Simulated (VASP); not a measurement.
Set up this calculation in VASP 6.6.1, as the native input.

| Property | Result |
| --- | --- |
| Task | single point |
| Functional | PBE |
| Potentials or basis | VASP PAW PBE potentials, release 64 (Zn, Se) |
| Cutoff | 500 eV |
| k mesh | 4 × 4 × 4 |
| Occupations | gaussian, width 0.01 eV |
| Spin | no spin polarisation |
| Dipole correction | no |
| Further INCAR settings | ALGO = Normal; EDIFF = 1e-06; NBANDS = 16 |

The structure of ZnSe (m.bgw) lies in POSCAR:

```
ZnSe
1.0
    0.0000000000      2.8664318697      2.8664318697
    2.8664318697      0.0000000000      2.8664318697
    2.8664318697      2.8664318697      0.0000000000
Zn Se
1 1
Direct
    0.0000000000      0.0000000000      0.0000000000
    0.2500000000      0.2500000000      0.2500000000
```

One way to write it, as run:

INCAR

```
ALGO     = Normal         # electronic algorithm
EDIFF    = 1E-6           # SCF threshold, eV
ENCUT    = 500            # plane-wave cutoff, eV
GGA      = PE             # functional
GGA_COMPAT= False        
ISIF     = 2              # what is computed and relaxed
ISMEAR   = 0              # smearing method
LASPH    = True           # aspherical terms in the spheres
LCHARG   = True           # write CHGCAR
LELF     = True           # ELF
LREAL    = False          # projectors in reciprocal space
LVHAR    = True         
LWAVE    = False          # write WAVECAR
NBANDS   = 16             # bands
NELM     = 120            # most SCF steps
PREC     = Accurate       # precision mode
SIGMA    = 0.01           # smearing width, eV
```

KPOINTS

```
k-points
0
Gamma
  4 4 4
```

Potentials or basis: VASP PAW PBE potentials, release 64 (Zn, Se).

Launch:

```bash
$ cat potpaw_PBE.64/Zn/POTCAR potpaw_PBE.64/Se/POTCAR > POTCAR
$ mpirun -np 1 vasp_std > vasp.out
```

Results of the run:

```yaml
Pressure: 0.5 GPa
Band_gap_on_the_k_mesh: 1.14 eV, direct
```

Caveat: the k points lie up to 0.47 Å⁻¹ apart.

Wall time 16 s on 1 thread of Intel Xeon 8259CL, on a shared host, peak memory 0.16 GiB.
